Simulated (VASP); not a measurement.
**HfO2: single point with PBEsol**

HfO2:

```xyz
6
Lattice="4.8308 0.0000 0.0000 0.0000 4.8308 0.0000 0.0000 0.0000 3.2102" Properties=species:S:1:pos:R:3 pbc="T T T"
Hf    0.0000    0.0000    0.0000
Hf    2.4154    2.4154    1.6051
O     0.9419    3.8889    1.6051
O     1.4735    1.4735    0.0000
O     3.3573    3.3573    0.0000
O     3.8889    0.9419    1.6051
```

* Program: VASP 6.6.1
* Task: single point
* Functional: PBEsol
* Potentials or basis: VASP PAW PBE potentials, release 64 (Hf_pv, O)
* Cutoff: 520 eV
* k mesh: 6 × 6 × 8
* Occupations: gaussian, width 0.05 eV
* Spin: no spin polarisation
* Dipole correction: no
* Further INCAR settings: ALGO = Normal; EDIFF = 1e-07; NBANDS = 31

```
Pressure               : -2.8 GPa
Largest force          : 0.051 eV/Å
Band gap on the k mesh : 3.84 eV, direct
```

Forces in eV/Å, atoms in the order of the input:
```
Hf   0.000  0.000  0.000
Hf   0.000  0.000  0.000
O   -0.036  0.036  0.000
O    0.036  0.036  0.000
O   -0.036 -0.036  0.000
O    0.036 -0.036  0.000
```

Stress tensor (GPa, compression positive):
```
-2.55  0.00  0.00
 0.00 -2.55  0.00
 0.00  0.00 -3.24
```

Levels at points of the mesh, in eV from the valence-band top:
```
           k point  band 19  band 20  band 21  band 22  band 23  band 24  band 25  band 26
(0.00, 0.00, 0.00)    -0.75    -0.50    -0.50     0.00     3.84     4.02     5.13     5.49
(0.50, 0.00, 0.00)    -1.47    -1.47    -0.67    -0.67     4.52     4.52     6.12     6.12
(0.50, 0.50, 0.00)    -1.15    -1.15    -0.85    -0.85     4.10     4.10     5.56     5.56
(0.00, 0.00, 0.50)    -2.09    -2.09    -0.98    -0.98     5.51     5.51     5.98     5.98
(0.50, 0.00, 0.50)    -1.79    -1.79    -0.94    -0.94     4.07     4.07     6.25     6.25
(0.50, 0.50, 0.50)    -1.10    -1.10    -0.52    -0.52     5.03     5.03     5.75     5.75
```

Wall time 70 s on 1 thread of Intel Xeon 6975P-C (shared host), peak memory 0.24 GiB.

Caveat: the PAW data sets were made with another functional, which shifts forces and pressure a little; spin-orbit coupling is left out, which moves the levels of the heavy elements. Expect the measured gap to be larger: semilocal functionals such as PBEsol lack the derivative discontinuity.
